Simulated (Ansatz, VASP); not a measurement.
# ScAl3 in VASP and in Ansatz

```
Sc Al
1.0
     4.08781    0.00000    0.00000
     0.00000    4.08781    0.00000
     0.00000    0.00000    4.08781
Sc Al
1 3
Direct
  0.00000 0.00000 0.00000
  0.50000 0.50000 0.00000
  0.00000 0.50000 0.50000
  0.50000 0.00000 0.50000
```

Alike in both runs: functional r2SCAN; k mesh 4 × 4 × 4; occupations fermi-dirac, width 0.05 eV; no spin polarisation.

|  | VASP | Ansatz |
| --- | --- | --- |
| version | VASP 6.6.1 | Ansatz 0.2.0 |
| potentials or method | VASP PAW PBE potentials, release 64 (Sc_sv, Al) | Ansatz PAW |
| plane-wave cutoff (eV) | 520 | 500 |
| valence electrons in the cell | 20 | 20 |
| task | single point | projected density of states |

```tsv
	VASP	Ansatz	Ansatz less VASP
gap on the k mesh at the Fermi level (eV)	none	none	-
pressure (GPa)	-0.1	-0.1	0.00
```

VASP's potentials were made for PBE, not for r2SCAN. A gap of «none» marks a metal or a gap that the smearing closes. With one functional, cell and mesh, what is left measures potentials, basis and numerics.

The k mesh is coarse, so the values compare programs but aren't converged.
